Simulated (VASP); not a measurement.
Here is a VASP 6.6.1 calculation.

File INCAR:

```
PREC = Accurate
ENCUT = 520
EDIFF = 1E-6
ISMEAR = 0
SIGMA = 0.15
LREAL = F
LASPH = T
NELM = 100
ALGO = Normal
ISIF = 2
LWAVE = F
LCHARG = F
GGA = PE
IVDW = 12
NBANDS = 18
```

Contents of KPOINTS:

```
Automatic mesh
0
Gamma
  12 12 8
```

Contents of POSCAR:

```
PtSe2
1.0
    3.7715031150      0.0000000000      0.0000000000
   -1.8857515575      3.2662175080      0.0000000000
    0.0000000000      0.0000000000      4.8219239451
Pt Se
1 2
Direct
   -0.0099149578     -0.0198299156      0.0000000000
    0.3318025106      0.6636050212      0.2655211092
    0.6926906531      0.3853813061      0.7344788908
```

Potentials or basis: VASP PAW PBE potentials, release 64 (Pt, Se).

Run with:

```bash
$ cat potpaw_PBE.64/Pt/POTCAR potpaw_PBE.64/Se/POTCAR > POTCAR
$ mpirun -np 1 vasp_std > vasp.out
```

**Question.** What does it give for the dispersion energy per atom?

**Answer.** -0.490 eV.

**Question.** What does it give for the band gap on the k mesh?

**Answer.** Zero (band 11 reaches 7.28 eV, above the bottom of band 12 at 6.61 eV).

Stress tensor (GPa, compression positive):
```
-0.57  0.00  0.00
 0.00  5.30  5.55
 0.00  5.55  2.19
```

Caveat: the cell differs from its parent crystal (mode 5 frozen in at -0.090 Å and mode 8 at -0.080 Å (largest displacements)); spin-orbit coupling is left out, which moves the levels of the heavy elements; pairwise dispersion overbinds metals, which lowers pressure and volume; forces of over 1 eV/Å act on the atoms, so gaps and moduli don't describe the material at rest.
